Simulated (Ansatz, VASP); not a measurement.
## Au in VASP and in Ansatz

```
CELL_PARAMETERS angstrom
2.92808 0.00000 0.00000
-1.46404 2.53579 0.00000
0.00000 0.00000 4.85068
ATOMIC_POSITIONS crystal
Au 0.33333 0.66667 0.25000
Au 0.66667 0.33333 0.75000
```

Alike in both runs: task relaxation of cell and atoms; functional PBE; k mesh 16 × 16 × 9; occupations fermi-dirac, width 0.05 eV; no spin polarisation.

|  | VASP | Ansatz |
| --- | --- | --- |
| version | VASP 6.6.1 | Ansatz 0.2.0 |
| potentials or method | VASP PAW PBE potentials, release 64 (Au), cutoff 600 eV | all-electron LAPW, non-relativistic |

Ansatz gave:

* relaxed volume (Å³/atom): 21.79
* relaxed cell length with the largest relative difference (Å): 3.136

Q: What did VASP give for the same quantities?

A: Relaxed volume (Å³/atom): 17.99; relaxed cell length with the largest relative difference (Å): 2.927.

Ansatz ran all-electron here, and VASP with PAW potentials.

Spin-orbit coupling is off throughout.
